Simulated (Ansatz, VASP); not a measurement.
# GaN: VASP beside Ansatz

Contents of INCAR:

```
SYSTEM = GaN
PREC = Accurate
ENCUT = 520
EDIFF = 1E-6
ISMEAR = 0
SIGMA = 0.01
LREAL = .FALSE.
LASPH = .TRUE.
NELM = 60
ALGO = Normal
ISIF = 2
LWAVE = .FALSE.
LCHARG = .TRUE.
GGA = PE
LELF = .TRUE.
LVHAR = .TRUE.
NBANDS = 26
```

KPOINTS

```
Automatic mesh
0
G
  12 12 6
  0 0 0
```

Contents of POSCAR:

```
GaN
1.0
    3.2183866919      0.0000000000      0.0000000000
   -1.6091933460      2.7872046344      0.0000000000
    0.0000000000      0.0000000000      5.2432255877
Ga N
2 2
Direct
    0.3333333333      0.6666666667     -0.0008633682
    0.6666666667      0.3333333333      0.4991366318
    0.3333333333      0.6666666667      0.3758633682
    0.6666666667      0.3333333333      0.8758633682
```

Input for Ansatz:

```yaml
crystal:
  lattice:
    - [3.2183866919, 0.0, 0.0]
    - [-1.609193346, 2.7872046344, 0.0]
    - [0.0, 0.0, 5.2432255877]
  atoms:
    - { symbol: Ga, position: [0.3333333333, 0.6666666667, -0.0008633682] }
    - { symbol: Ga, position: [0.6666666667, 0.3333333333, 0.4991366318] }
    - { symbol: "N", position: [0.3333333333, 0.6666666667, 0.3758633682] }
    - { symbol: "N", position: [0.6666666667, 0.3333333333, 0.8758633682] }
basis:
  ecutwfc: 420
kpoints:
  mp_grid: { grid: [12, 12, 6] }
hamiltonian:
  xc: pbe
scf:
  occupations: { method: gaussian, width: 0.01 }
  n_extra_bands: 16
output:
  eigenvalues: true
  optics: { e_range: [0, 14], sigma: 0.1, nscf_kmesh: { grid: [18, 18, 8] } }
checkpoint:
  read: start.run
  write: ck
  compress: false
  write_wavefunctions: false
  write_every: 100000
```

Alike in both runs: task single point; functional PBE; k mesh 12 × 12 × 6; occupations gaussian, width 0.01 eV; no spin polarisation.

|  | VASP | Ansatz |
| --- | --- | --- |
| version | VASP 6.6.1 | Ansatz 0.2.0 |
| potentials or method | VASP PAW PBE potentials, release 64 (Ga_d, N), cutoff 520 eV | scalar-relativistic, plane waves, PAW |
| valence electrons in the cell | 36 | 36 |

|  | VASP | Ansatz | Ansatz less VASP |
| --- | --- | --- | --- |
| gap on the k mesh at the Fermi level (eV) | 1.72 | 1.71 | -0.005 |
| least direct gap on the mesh (eV) | 1.72 | 1.71 | -0.005 |
